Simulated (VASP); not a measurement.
# CaO (Fm-3m) in VASP: single point with r2SCAN

Aim: the single point of CaO with r2SCAN.

Everything below comes from runs of VASP 6.6.1. Logs are shortened: lines on timing, memory, paths and dates and some standing lists are left out, and cuts for length are marked.

## (1) The cell of the first run

Symmetry: Fm-3m, No. 225, cubic system. The conventional cell has a = 4.724 Å, b = 4.724 Å, c = 4.724 Å, α = 90.00°, β = 90.00°, γ = 90.00°. Within 3.1 Å of Ca (site symmetry m-3m) lie 6 O at 2.36 Å. Within 3.1 Å of O (site symmetry m-3m) lie 6 Ca at 2.36 Å.

## (2) Single point, r2SCAN

File POSCAR:

```
CaO
1.0
    0.0000000000      2.3620208900      2.3620208900
    2.3620208900      0.0000000000      2.3620208900
    2.3620208900      2.3620208900      0.0000000000
Ca O
1 1
Direct
    0.0000000000      0.0000000000      0.0000000000
    0.5000000000      0.5000000000      0.5000000000
```

File INCAR.step1:

```
SYSTEM = CaO
  PREC = Accurate
  ENCUT = 520
  ISMEAR = 1
  SIGMA = 0.1379
  LREAL = .FALSE.
  LASPH = .TRUE.
  NELM = 100
  NBANDS = 15
  GGA = PE
  ALGO = Normal
  EDIFF = 1E-4
  LWAVE = .TRUE.
  LCHARG = .FALSE.
```

File INCAR.step2:

```
SYSTEM = CaO
  PREC = Accurate
  ENCUT = 520
  EDIFF = 1E-6
  ISMEAR = 1
  SIGMA = 0.1379
  LREAL = .FALSE.
  LASPH = .TRUE.
  NELM = 100
  ALGO = Normal
  ISIF = 2
  LWAVE = .FALSE.
  LCHARG = .FALSE.
  METAGGA = R2SCAN
  LMIXTAU = .TRUE.
  NBANDS = 15
  ISTART = 1
```

File KPOINTS:

```
Automatic mesh
0
G
  9 9 9
  0 0 0
```

Potentials or basis: VASP PAW PBE potentials, release 64 (Ca_sv, O).

Command:

```
$ cat potpaw_PBE.64/Ca_sv/POTCAR potpaw_PBE.64/O/POTCAR > POTCAR
$ cp INCAR.step1 INCAR
$ mpirun -np 1 vasp_std > vasp.out
$ cp INCAR.step2 INCAR
$ mpirun -np 1 vasp_std > vasp.out
```

OUTCAR:

```text
SYSTEM = CaO
   PREC = Accurate
   ENCUT = 520
   EDIFF = 1E-6
   ISMEAR = 1
   LREAL = .FALSE.
   LASPH = .TRUE.
   NELM = 100
   ISIF = 2
   METAGGA = R2SCAN
   ISTART = 1

 ion  position               nearest neighbor table
   1  0.000  0.000  0.000-   2 2.36   2 2.36   2 2.36   2 2.36   2 2.36   2 2.36
   2  0.500  0.500  0.500-   1 2.36   1 2.36   1 2.36   1 2.36   1 2.36   1 2.36

  LATTYP: Found a face centered cubic cell.
 ALAT       =     4.7240417800

  Lattice vectors:

 A1 = (   0.0000000000,   2.3620208900,   2.3620208900)
 A2 = (   2.3620208900,   0.0000000000,   2.3620208900)
 A3 = (   2.3620208900,   2.3620208900,   0.0000000000)

Analysis of symmetry for initial positions (statically):
=====================================================================
 Subroutine PRICEL returns:
 Original cell was already a primitive cell.

 Routine SETGRP: Setting up the symmetry group for a
 face centered cubic supercell.

 Subroutine GETGRP returns: Found 48 space group operations
 (whereof 48 operations were pure point group operations)
 out of a pool of 48 trial point group operations.

The static configuration has the point symmetry O_h .

Analysis of symmetry for dynamics (positions and initial velocities):
=====================================================================
 Subroutine PRICEL returns:
 Original cell was already a primitive cell.

 Routine SETGRP: Setting up the symmetry group for a
 face centered cubic supercell.

 Subroutine GETGRP returns: Found 48 space group operations
 (whereof 48 operations were pure point group operations)
 out of a pool of 48 trial point group operations.

The dynamic configuration has the point symmetry O_h .

 Subroutine INISYM returns: Found 48 space group operations
 (whereof 48 operations are pure point group operations),
 and found     1 'primitive' translations

----------------------------------------------------------------------------------------

                                     Primitive cell

  volume of cell :      26.3561

  direct lattice vectors                    reciprocal lattice vectors
     0.000000000  2.362020890  2.362020890    -0.211683141  0.211683141  0.211683141
     2.362020890  0.000000000  2.362020890     0.211683141 -0.211683141  0.211683141
     2.362020890  2.362020890  0.000000000     0.211683141  0.211683141 -0.211683141

  length of vectors
     3.340401977  3.340401977  3.340401977     0.366645955  0.366645955  0.366645955

  position of ions in fractional coordinates (direct lattice)
[... 85 lines left out ...]
   ISIF   =      2    stress and relaxation
   ISYM   =      2    0-nonsym 1-usesym 2-fastsym
   POTIM  = 0.5000    time-step for ionic-motion
   TEBEG  =    0.0;   TEEND  =   0.0 temperature during run
   PSTRESS=    0.0 pullay stress
   NELECT =      16.0000    total number of electrons
   NUPDOWN=      -1.0000    fix difference up-down
   EMIN   =  10.00;   EMAX   =-10.00  energy-range for DOS
   EFERMI =   0.00;   METHOD = LEGACY
   ISMEAR =     1;   SIGMA  =   0.14  broadening in eV -4-tet -1-fermi 0-gaus
   EFERMI_NEDOS =   21; number of points for ismear=-14 and -15
   IALGO  =     38    algorithm
   IMIX   =      4    mixing-type and parameters
     AMIX     =   0.40;   BMIX     =  1.00
     AMIX_MAG =   1.60;   BMIX_MAG =  1.00
  volume/ion in A,a.u.               =      13.18        88.93
  Fermi-wavevector in a.u.,A,eV,Ry     =   1.386185  2.619509 26.143703  1.921508
  Thomas-Fermi vector in A             =   2.510524
   LORBIT       =      0    0 simple, 1 ext, 2 COOP (PROOUT), +10 PAW based schemes
   METAGGA = R2SCAN    functional components
   LHFCALC =     F    Hartree Fock is set to
   AEXX    =    0.0000 exact exchange contribution
   IVDW    =     0    specifies the selected vdW correction
   LEPSILON=     F    determine dielectric tensor
   LRPA    =     F    only Hartree local field effects (RPA)
 non-spin polarized calculation
 Methfessel and Paxton  Order N= 1 SIGMA  =   0.14
  energy-cutoff  :      520.00
  volume of cell :       26.36
 maximum number of plane-waves:       725
 NGX is ok and might be reduce to    28
   NGX = 13   NGY = 13   NGZ = 13

 number of electron      15.9999998 magnetization

 Free energy of the ion-electron system (eV)
  ---------------------------------------------------
  ext. energy  EPLUGINS =         0.00000000
  ---------------------------------------------------
  free energy    TOTEN  =       -19.42175061 eV

  energy without entropy =      -19.42230295  energy(sigma->0) =      -19.42193473

 E-fermi :   2.3509     XC(G=0): -11.3518

 val. band max:        2.3148724901   @ k =   0.0000   0.0000   0.0000
 cond. band min:       6.5445916345   @ k =   0.4444   0.4444   0.0000
 fundamental gap:      4.2297191444
 Fermi energy:         2.3508927927

 k-point     1 :       0.0000    0.0000    0.0000
  band No.  band energies     occupation
      1     -36.5266      2.00000
      2     -16.3775      2.00000
      3     -16.3775      2.00000
      4     -16.3775      2.00000
      5     -14.2596      2.00000
      6       2.3149      1.42593
      7       2.3149      1.42582
      8       2.3149      1.42582
      9       8.1953      0.00000
     10       9.2943      0.00000
     11       9.2944      0.00000
     12       9.2944      0.00000
     13      10.9824      0.00000
     14      10.9824      0.00000
[... 401 lines left out ...]
      2     -17.1074      2.00000
      3     -16.6390      2.00000
      4     -16.6390      2.00000
      5     -13.9864      2.00000
      6       0.9710      2.00000
      7       1.9539      2.00036
      8       1.9539      2.00036
      9       6.5446      0.00000
     10      11.4197      0.00000
     11      12.2020      0.00000
     12      12.8352      0.00000
     13      12.8352      0.00000
     14      14.7826      0.00000
     15      17.9631      0.00000

 [... further k-points ...]
[... 5 lines left out ...]
  --------------------------------------------------------------------------------------
  -------------------------------------------------------------------------------------
  Total        1.1568727      1.1568727      1.1568727      0.0000000      0.0000000     -0.0000000
  in kB       70.3258452     70.3258452     70.3258452      0.0000000      0.0000000     -0.0000000
  external PRESSURE =      70.3258452 kB  Pullay stress =       0.0000000 kB

 VOLUME and BASIS-vectors are now :
 -----------------------------------------------------------------------------
  energy-cutoff  :      520.00
  volume of cell :       26.36
      direct lattice vectors                 reciprocal lattice vectors
     0.000000000  2.362020890  2.362020890    -0.211683141  0.211683141  0.211683141
     2.362020890  0.000000000  2.362020890     0.211683141 -0.211683141  0.211683141
     2.362020890  2.362020890  0.000000000     0.211683141  0.211683141 -0.211683141

 POSITION                                       TOTAL-FORCE (eV/Angst)
 -----------------------------------------------------------------------------------
      0.00000      0.00000      0.00000         0.000000     -0.000000     -0.000000
      2.36202      2.36202      2.36202        -0.000000      0.000000      0.000000
 -----------------------------------------------------------------------------------
    total drift:                                0.000000      0.000000      0.000000

  FREE ENERGIE OF THE ION-ELECTRON SYSTEM (eV)
  ---------------------------------------------------
  free  energy   TOTEN  =       -19.4217506133 eV

  energy  without entropy=      -19.4223029505  energy(sigma->0) =      -19.42193473
```

OUTCAR.step1:

```text
SYSTEM = CaO
   PREC = Accurate
   ENCUT = 520
   ISMEAR = 1
   LREAL = .FALSE.
   LASPH = .TRUE.
[... 654 lines left out ...]
      0.00000      0.00000      0.00000        -0.000000     -0.000000     -0.000000
      2.36202      2.36202      2.36202         0.000000      0.000000      0.000000
 -----------------------------------------------------------------------------------
    total drift:                                0.000000      0.000000      0.000000

  FREE ENERGIE OF THE ION-ELECTRON SYSTEM (eV)
  ---------------------------------------------------
  free  energy   TOTEN  =       -12.7518179860 eV

  energy  without entropy=      -12.7523467143  energy(sigma->0) =      -12.75199423
```

OSZICAR.step1:

```text
N       E                     dE             d eps       ncg     rms          rms(c)
DAV:   1     0.126246689129E+03    0.12625E+03   -0.86287E+03  1058   0.111E+03
DAV:   2    -0.910013681310E+01   -0.13535E+03   -0.12695E+03  1316   0.296E+02
DAV:   3    -0.143301850046E+02   -0.52300E+01   -0.51912E+01  1247   0.600E+01
DAV:   4    -0.144721576375E+02   -0.14197E+00   -0.14191E+00  1442   0.888E+00
DAV:   5    -0.144739573907E+02   -0.17998E-02   -0.17997E-02  1240   0.985E-01    0.858E+00
DAV:   6    -0.128183866560E+02    0.16556E+01   -0.49142E+00  1204   0.222E+01    0.344E+00
DAV:   7    -0.127554634306E+02    0.62923E-01   -0.38767E-01  1233   0.658E+00    0.178E+00
DAV:   8    -0.127529248873E+02    0.25385E-02   -0.72944E-02  1351   0.290E+00    0.423E-01
DAV:   9    -0.127512305884E+02    0.16943E-02   -0.48225E-03  1099   0.604E-01    0.107E-01
DAV:  10    -0.127518439666E+02   -0.61338E-03   -0.69205E-04  1261   0.244E-01    0.389E-02
DAV:  11    -0.127518179860E+02    0.25981E-04   -0.50356E-05   884   0.882E-02
   1 F= -.12751818E+02 E0= -.12751994E+02  d E =0.528728E-03
```

Wall time 38 s (1 thread of Intel Xeon 6975P-C (Granite Rapids), shared host); peak memory 0.16 GiB.

Results:

- Free energy: -19.4218 eV
- Pressure: 7.0 GPa
- Band gap on the k mesh: 4.23 eV, indirect (least direct gap 4.59 eV)

Levels at points of the mesh, in eV from the valence-band top:
| k point | band 5 | band 6 | band 7 | band 8 | band 9 | band 10 | band 11 | band 12 |
| --- | --- | --- | --- | --- | --- | --- | --- | --- |
| (0.00, 0.00, 0.00) | -16.57 | 0.00 | 0.00 | 0.00 | 5.88 | 6.98 | 6.98 | 6.98 |

Caveat: the PAW data sets were made with another functional, which shifts forces and pressure a little. r2SCAN opens gaps a little over a GGA but as a rule still falls short of measured ones.
